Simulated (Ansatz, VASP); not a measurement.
# AgMoSe2: VASP beside Ansatz

The input INCAR:

```
SYSTEM = AgMoSe2
PREC = Accurate ; ENCUT = 520
EDIFF = 1E-7 ; ISMEAR = 0
SIGMA = 0.05 ; LREAL = .FALSE.
LASPH = .TRUE. ; NELM = 150
ALGO = Normal ; ISIF = 2
LWAVE = .FALSE. ; LCHARG = .FALSE.
ISPIN = 2 ; MAGMOM = 0 3 0 0
LORBIT = 11 ; LMAXMIX = 4
LDAU = .TRUE. ; LDAUTYPE = 1
LDAUL = -1 2 -1 ; LDAUU = 0 4 0
LDAUJ = 0 0.5 0 ; LDAUPRINT = 1
GGA = CA ; NBANDS = 30
```

The input KPOINTS:

```
Automatic mesh
0
G
  6 6 6
  0 0 0
```

File POSCAR:

```
AgMoSe2
1.0
    1.9741953200      1.1398022000      7.1670823700
   -1.9741953200      1.1398022000      7.1670823700
    0.0000000000     -2.2796044000      7.1670823700
Ag Mo Se
1 1 2
Direct
    0.5000000000      0.5000000000      0.5000000000
    0.0000000000      0.0000000000      0.0000000000
    0.2667000000      0.2667000000      0.2667000000
    0.7333000000      0.7333000000      0.7333000000
```

Input for Ansatz:

```yaml
crystal:
  lattice:
    - [1.97419532, 1.1398022, 7.16708237]
    - [-1.97419532, 1.1398022, 7.16708237]
    - [0.0, -2.2796044, 7.16708237]
  atoms:
    - { symbol: Ag, position: [0.5, 0.5, 0.5] }
    - { symbol: Mo, position: [0.0, 0.0, 0.0], spin: 3.0 }
    - { symbol: Se, position: [0.2667, 0.2667, 0.2667] }
    - { symbol: Se, position: [0.7333, 0.7333, 0.7333] }
basis:
  ecutwfc: 420
  ecutrho_ratio: 4
kpoints:
  mp_grid: { grid: [6, 6, 6] }
hamiltonian:
  xc: lda
  hubbard: { sites: [{ site: 1, l: d, u: 4.0, j: 0.5 }] }
scf:
  occupations: { method: gaussian, width: 0.05 }
  lower_state_search: "off"
  max_iter: 150
output:
  forces: true
  stress: true
  eigenvalues: true
  populations: true
  hubbard: { sites: [{ site: 1, l: d }] }
magnetization:
  spin_polarized: true
```

Alike in both runs: task single point; functional LDA; k mesh 6 × 6 × 6; occupations gaussian, width 0.05 eV; collinear spin; Hubbard terms Mo d U = 4.0 eV, J = 0.5 eV.

|  | VASP | Ansatz |
| --- | --- | --- |
| version | VASP 6.6.1 | Ansatz 0.2.0 |
| potentials or method | VASP PAW LDA potentials, release 64 (Ag, Mo_sv, Se), cutoff 520 eV | scalar-relativistic, plane waves, PAW |
| valence electrons in the cell | 37 | 65 |

```tsv
	VASP	Ansatz	Ansatz less VASP
gap on the k mesh at the Fermi level (eV)	0.93	0.89	-0.038
least direct gap on the mesh (eV)	1.20	1.24	+0.034
pressure (GPa)	-8.4	-8.6	-0.23
traceless stress, the component that is largest in VASP (GPa)	-0.46	-0.65	-0.196
rms of the force components (eV/Å)	0.155	0.130	-0.0251
net moment per atom (μB)	0.75	0.75	0.000
size of the moment on the site where the two differ most (μB)	2.63	2.34	-0.295
```

LDA's correlation is that of Perdew and Zunger in VASP and of Perdew and Wang (1992) in Ansatz. Site moments also hang on the region over which each program counts them. The programs project onto different local orbitals, so the same U acts differently, and such runs can settle in different states. Atom by atom the forces differ by 0.025 eV/Å (rms over components). VASP's potentials hold 37 valence electrons a cell and Ansatz's 65, so a difference there can come from the potentials and not from the codes.
